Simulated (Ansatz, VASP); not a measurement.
# C: VASP beside Ansatz

Contents of INCAR:

```
PREC     = Accurate       # precision mode
ENCUT    = 520            # plane-wave cutoff, eV
EDIFF    = 1E-6           # SCF threshold, eV
ISMEAR   = 0              # smearing method
SIGMA    = 0.05           # smearing width, eV
LREAL    = False          # projectors in reciprocal space
LASPH    = True           # aspherical terms in the spheres
NELM     = 60             # most SCF steps
ALGO     = Normal         # electronic algorithm
ISIF     = 2              # what is computed and relaxed
LWAVE    = False          # write WAVECAR
LCHARG   = False          # write CHGCAR
GGA      = PS             # functional
NBANDS   = 31             # bands
```

Contents of KPOINTS:

```
regular mesh
0
Gamma
  12 12 12
```

The input POSCAR:

```
C
1.0
    1.2408500000      0.7164050815     10.5913333333
   -1.2408500000      0.7164050815     10.5913333333
    0.0000000000     -1.4328101630     10.5913333333
C
10
Direct
    0.0248220069      0.0248220069      0.0248220069
    0.9751779931      0.9751779931      0.9751779931
    0.1086877374      0.1086877374      0.1086877374
    0.8913122626      0.8913122626      0.8913122626
    0.1583652898      0.1583652898      0.1583652898
    0.8416347102      0.8416347102      0.8416347102
    0.3748635523      0.3748635523      0.3748635523
    0.6251364477      0.6251364477      0.6251364477
    0.4253181912      0.4253181912      0.4253181912
    0.5746818088      0.5746818088      0.5746818088
```

Input for Ansatz:

```yaml
crystal:
  lattice:
    - [1.24085, 0.7164050815, 10.5913333333]
    - [-1.24085, 0.7164050815, 10.5913333333]
    - [0.0, -1.432810163, 10.5913333333]
  atoms:
    - { symbol: C, position: [0.0248220069, 0.0248220069, 0.0248220069] }
    - { symbol: C, position: [0.9751779931, 0.9751779931, 0.9751779931] }
    - { symbol: C, position: [0.1086877374, 0.1086877374, 0.1086877374] }
    - { symbol: C, position: [0.8913122626, 0.8913122626, 0.8913122626] }
    - { symbol: C, position: [0.1583652898, 0.1583652898, 0.1583652898] }
    - { symbol: C, position: [0.8416347102, 0.8416347102, 0.8416347102] }
    - { symbol: C, position: [0.3748635523, 0.3748635523, 0.3748635523] }
    - { symbol: C, position: [0.6251364477, 0.6251364477, 0.6251364477] }
    - { symbol: C, position: [0.4253181912, 0.4253181912, 0.4253181912] }
    - { symbol: C, position: [0.5746818088, 0.5746818088, 0.5746818088] }
basis:
  ecutwfc: 520.0
kpoints:
  mp_grid: { grid: [12, 12, 12] }
hamiltonian:
  xc: pbesol
  pseudopotentials: { kind: paw, azcp: { folder: soft_1 } }
scf:
  occupations: { method: gaussian, width: 0.05 }
output:
  forces: true
  stress: true
  eigenvalues: true
```

Alike in both runs: task single point; functional PBEsol; k mesh 12 × 12 × 12; occupations gaussian, width 0.05 eV; no spin polarisation.

|  | VASP | Ansatz |
| --- | --- | --- |
| version | VASP 6.6.1 | Ansatz 0.2.0 |
| potentials or method | VASP PAW PBE potentials, release 64 (C), cutoff 520 eV | scalar-relativistic, plane waves, PAW |
| valence electrons in the cell | 40 | 40 |

Ansatz gave:

```
gap on the k mesh at the Fermi level (eV)                     : 4.50
least direct gap on the mesh (eV)                             : 4.54
pressure (GPa)                                                : -2.1
traceless stress, the component that is largest in VASP (GPa) : -28.40
rms of the force components (eV/Å)                            : 0.024
```

Question: Which values does VASP return?

Answer: gap on the k mesh at the Fermi level (eV): 4.49; least direct gap on the mesh (eV): 4.54; pressure (GPa): -1.0; traceless stress, the component that is largest in VASP (GPa): -28.62; rms of the force components (eV/Å): 0.032.

VASP's potentials were made for PBE, not for PBEsol, and Ansatz warns of the same on its side. Atom by atom the forces differ by 0.009 eV/Å (rms over components).
